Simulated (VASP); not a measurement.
# CuSn2 (P-6m2) in VASP: a series of runs, part 2 of 2

VASP 6.6.1. Earlier steps stand in the parts before.

## 4. Single point, PBE

This run uses another cell than the first one, of 22.68 Å³/atom, 0.987 times its volume.

Input file INCAR:

```
SYSTEM = CuSn2
PREC     = Accurate       ! precision mode
ENCUT    = 520            ! plane-wave cutoff, eV
EDIFF    = 1E-7           ! SCF threshold, eV
ISMEAR   = 0              ! smearing method
SIGMA    = 0.1            ! smearing width, eV
LREAL    = .FALSE.        ! projectors in reciprocal space
LASPH    = .TRUE.         ! aspherical terms in the spheres
NELM     = 60             ! most SCF steps
ALGO     = Fast           ! electronic algorithm
ISIF     = 2              ! what is computed and relaxed
LWAVE    = .FALSE.        ! write WAVECAR
LCHARG   = .FALSE.        ! write CHGCAR
GGA      = PE             ! functional
NBANDS   = 48             ! bands
```

Input file KPOINTS:

```
regular mesh
0
G
  12 12 4
  0 0 0
```

Input file POSCAR:

```
CuSn2
1.0
    3.4235908783      0.0000000000      0.0000000000
   -1.7117954391      2.9649166728      0.0000000000
    0.0000000000      0.0000000000     13.4043920896
Cu Sn
2 4
Direct
    0.6666666667      0.3333333333      0.3533012379
    0.6666666667      0.3333333333      0.6466987621
    0.3333333333      0.6666666667      0.7921595213
    0.3333333333      0.6666666667      0.2078404787
    0.3333333333      0.6666666667      0.5000000000
    0.6666666667      0.3333333333      0.0000000000
```

Potentials or basis: VASP PAW PBE potentials, release 64 (Cu, Sn_d).

Run with:

```
$ cat potpaw_PBE.64/Cu/POTCAR potpaw_PBE.64/Sn_d/POTCAR > POTCAR
$ mpirun -np 1 vasp_std > vasp.out
```

OUTCAR:

```text
SYSTEM = CuSn2
   PREC = Accurate
   ENCUT = 520
   EDIFF = 1E-7
   ISMEAR = 0
   LREAL = .FALSE.
   LASPH = .TRUE.
   NELM = 60
   ISIF = 2
   GGA = PE

 ion  position               nearest neighbor table
   1  0.667  0.333  0.353-   4 2.78   4 2.78   4 2.78   5 2.79   5 2.79   5 2.79
   2  0.667  0.333  0.647-   3 2.78   3 2.78   3 2.78   5 2.79   5 2.79   5 2.79
   3  0.333  0.667  0.792-   2 2.78   2 2.78   2 2.78   6 3.42   6 3.42   6 3.42
   4  0.333  0.667  0.208-   1 2.78   1 2.78   1 2.78   6 3.42   6 3.42   6 3.42
   5  0.333  0.667  0.500-   1 2.79   2 2.79   1 2.79   2 2.79   1 2.79   2 2.79
   6  0.667  0.333  0.000-   3 3.42   4 3.42   3 3.42   4 3.42   3 3.42   4 3.42

  LATTYP: Found a hexagonal cell.
 ALAT       =     3.4235908783
 C/A-ratio  =     3.9153019640

  Lattice vectors:

 A1 = (   3.4235908783,   0.0000000000,   0.0000000000)
 A2 = (  -1.7117954391,   2.9649166728,   0.0000000000)
 A3 = (   0.0000000000,   0.0000000000,  13.4043920896)

Analysis of symmetry for initial positions (statically):
=====================================================================
 Subroutine PRICEL returns:
 Original cell was already a primitive cell.

 Routine SETGRP: Setting up the symmetry group for a
 hexagonal supercell.

 Subroutine GETGRP returns: Found 12 space group operations
 (whereof 12 operations were pure point group operations)
 out of a pool of 24 trial point group operations.

The static configuration has the point symmetry D_3h.

Analysis of symmetry for dynamics (positions and initial velocities):
=====================================================================
 Subroutine PRICEL returns:
 Original cell was already a primitive cell.

 Routine SETGRP: Setting up the symmetry group for a
 hexagonal supercell.

 Subroutine GETGRP returns: Found 12 space group operations
 (whereof 12 operations were pure point group operations)
 out of a pool of 24 trial point group operations.

The dynamic configuration has the point symmetry D_3h.
[... 130 lines left out ...]
  Thomas-Fermi vector in A             =   2.486662
   LORBIT       =      0    0 simple, 1 ext, 2 COOP (PROOUT), +10 PAW based schemes
   GGA     = PE    functional components
   LHFCALC =     F    Hartree Fock is set to
   AEXX    =    0.0000 exact exchange contribution
   IVDW    =     0    specifies the selected vdW correction
   LEPSILON=     F    determine dielectric tensor
   LRPA    =     F    only Hartree local field effects (RPA)
 non-spin polarized calculation
 RMM-DIIS sequential band-by-band and
 Gauss-broadening in eV      SIGMA  =   0.10
  energy-cutoff  :      520.00
  volume of cell :      136.06
 maximum number of plane-waves:      3694
 NGX is ok and might be reduce to    28
   NGX = 13   NGY = 13   NGZ = 49

 number of electron      78.0000008 magnetization

 Free energy of the ion-electron system (eV)
  ---------------------------------------------------
  ext. energy  EPLUGINS =         0.00000000
  ---------------------------------------------------
  free energy    TOTEN  =       -21.92103327 eV

  energy without entropy =      -21.91137756  energy(sigma->0) =      -21.91620541

 E-fermi :   7.7271     XC(G=0): -10.6465

 val. band max:        7.6781459120   @ k =   0.3333   0.2500   0.5000
 cond. band min:       7.7331698156   @ k =   0.3333   0.1667   0.5000
 fundamental gap:      0.0550239035
 Fermi energy:         7.7271116506

 k-point     1 :       0.0000    0.0000    0.0000
  band No.  band energies     occupation
      1     -13.8400      2.00000
      2     -13.8120      2.00000
      3     -13.8120      2.00000
      4     -13.8112      2.00000
      5     -13.8112      2.00000
      6     -13.7697      2.00000
[... 1213 lines left out ...]
     47      12.6930      0.00000
     48      12.8723      0.00000

 [... further k-points ...]

------------------------ aborting loop because EDIFF is reached ----------------------------------------

  FORCE on cell =-STRESS in cart. coord.  units (eV):
  Direction    XX          YY          ZZ          XY          YZ          ZX
  --------------------------------------------------------------------------------------
  -------------------------------------------------------------------------------------
  Total        0.0056664      0.0056664      0.0623619      0.0000000     -0.0000000      0.0000000
  in kB        0.0667228      0.0667228      0.7343255      0.0000000     -0.0000000      0.0000000
  external PRESSURE =       0.2892571 kB  Pullay stress =       0.0000000 kB

 VOLUME and BASIS-vectors are now :
 -----------------------------------------------------------------------------
  energy-cutoff  :      520.00
  volume of cell :      136.06
      direct lattice vectors                 reciprocal lattice vectors
     3.423590878  0.000000000  0.000000000     0.292090976  0.168638803  0.000000000
    -1.711795439  2.964916673  0.000000000     0.000000000  0.337277607  0.000000000
     0.000000000  0.000000000 13.404392090     0.000000000  0.000000000  0.074602413

 POSITION                                       TOTAL-FORCE (eV/Angst)
 -----------------------------------------------------------------------------------
      1.71180      0.98831      4.73579        -0.000000      0.000000      0.002524
      1.71180      0.98831      8.66860        -0.000000      0.000000     -0.002524
     -0.00000      1.97661     10.61842         0.000000      0.000000      0.018797
     -0.00000      1.97661      2.78598         0.000000      0.000000     -0.018797
     -0.00000      1.97661      6.70220        -0.000000      0.000000     -0.000000
      1.71180      0.98831      0.00000         0.000000     -0.000000     -0.000000
 -----------------------------------------------------------------------------------
    total drift:                                0.000001     -0.000000     -0.000000

  FREE ENERGIE OF THE ION-ELECTRON SYSTEM (eV)
  ---------------------------------------------------
  free  energy   TOTEN  =       -21.9210332693 eV

  energy  without entropy=      -21.9113775563  energy(sigma->0) =      -21.91620541
```

It took 17 min on 1 thread of Intel Xeon 6975P-C, shared host; peak memory 0.46 GiB.

Results:

| Quantity | Value |
| --- | --- |
| Free energy | -21.9210 eV |
| Pressure | 0.0 GPa |
| Largest force | 0.019 eV/Å |
| Band gap on the k mesh | zero (band 39 reaches 13.40 eV, above the bottom of band 40 at 6.07 eV) |

Forces on the atoms (eV/Å):
```
Cu   0.000  0.000  0.003
Cu   0.000  0.000 -0.003
Sn   0.000  0.000  0.019
Sn   0.000  0.000 -0.019
Sn   0.000  0.000  0.000
Sn   0.000  0.000  0.000
```

Caveat: spin-orbit coupling is left out, which moves the levels of the heavy elements.

## 5. Overview

| task | cell | k mesh | cutoff (eV) | gap on the mesh (eV) | pressure (GPa) | relaxed volume (Å³/atom) | largest force (eV/Å) |
| --- | --- | --- | --- | --- | --- | --- | --- |
| relaxation of cell and atoms | relaxed from a = 3.219, b = 3.219, c = 15.359 Å, angles 90.0, 90.0, 120.0°, 6 atoms | 6 × 6 × 1 | 600 | none | 0.0 | 22.37 | 0.03 |
| relaxation of cell and atoms | relaxed from a = 3.288, b = 3.288, c = 14.379 Å, angles 90.0, 90.0, 120.0°, 6 atoms | 6 × 6 × 2 | 600 | none | 0.0 | 22.53 | 0.03 |
| single point | a = 3.424, b = 3.424, c = 13.404 Å, angles 90.0, 90.0, 120.0°, 6 atoms | 12 × 12 × 4 | 520 | none | 0.0 | - | 0.02 |

Alike in all rows: level PBE; potentials or basis VASP PAW PBE potentials, release 64 (Cu, Sn_d); no spin polarisation; smearing gaussian 0.1 eV.

Caveats: some runs use coarse meshes; spin-orbit coupling is left out, which moves the levels of the heavy elements.

Absolute energies hang on the potentials; compare differences alone.
